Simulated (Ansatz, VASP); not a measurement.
**Mo2F3 in VASP and in Ansatz**

```
Mo F
1.0
     4.33250    0.00000    0.00000
     0.00000    4.33250    0.00000
     0.00000    0.00000    4.33250
Mo F
2 3
Direct
  0.50000 0.50000 0.50000
  0.00000 0.00000 0.00000
  0.50000 0.00000 0.00000
  0.00000 0.50000 0.00000
  0.00000 0.00000 0.50000
```

Change from the starting cell: species swapped into the Tl2F3 type (Pm-3m, No. 221).

Alike in both runs: functional PBE; k mesh 4 × 4 × 4; occupations gaussian, width 0.1 eV; collinear spin.

Ansatz relaxed the structure, and its values are those at the end. VASP's run is a single point on that final structure, the one shown.

|  | VASP | Ansatz |
| --- | --- | --- |
| version | VASP 6.6.1 | Ansatz 0.2.0 |
| potentials or method | VASP PAW PBE potentials, release 64 (Mo_sv, F), cutoff 520 eV | scalar-relativistic, plane waves, PAW |
| valence electrons in the cell | 49 | 49 |

|  | VASP | Ansatz | Ansatz less VASP |
| --- | --- | --- | --- |
| gap on the k mesh at the Fermi level (eV) | none | none | - |
| pressure (GPa) | 0.3 | 0.3 | 0.00 |
| net moment per atom (μB) | 0.33 | 0.33 | 0.000 |
| size of the moment on the site where the two differ most (μB) | 2.95 | 2.08 | -0.874 |

Site moments also hang on the region over which each program counts them. A gap of «none» marks a metal or a gap that the smearing closes. Ansatz's warnings: seeded moment not kept.

The k mesh is coarse, so the values compare programs but aren't converged.
